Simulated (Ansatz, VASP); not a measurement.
# C: VASP beside Ansatz

```
C
1.0
     0.00000    1.76573    1.76573
     1.76573    0.00000    1.76573
     1.76573    1.76573    0.00000
C
2
Direct
  0.50000 0.50000 0.50000
  0.75000 0.75000 0.75000
```

Alike in both runs: functional LDA; k mesh 12 × 12 × 12; occupations gaussian, width 0.02 eV; no spin polarisation.

Ansatz relaxed the structure, and its values are those at the end. VASP's run is a single point on that final structure, the one shown.

|  | VASP | Ansatz |
| --- | --- | --- |
| version | VASP 6.6.1 | Ansatz 0.2.0 |
| potentials or method | VASP PAW LDA potentials, release 64 (C_h), cutoff 910 eV | scalar-relativistic, plane waves, PAW |
| valence electrons in the cell | 8 | 8 |

|  | VASP | Ansatz | Ansatz less VASP |
| --- | --- | --- | --- |
| gap on the k mesh at the Fermi level (eV) | 4.20 | 4.20 | +0.002 |
| least direct gap on the mesh (eV) | 5.63 | 5.62 | -0.004 |

Ansatz warns that its potentials were made for another functional, while VASP's fit it. LDA's correlation is that of Perdew and Zunger in VASP and of Perdew and Wang (1992) in Ansatz.

Noted on VASP's run: the cutoff is short for stress, so the pressure is rough.
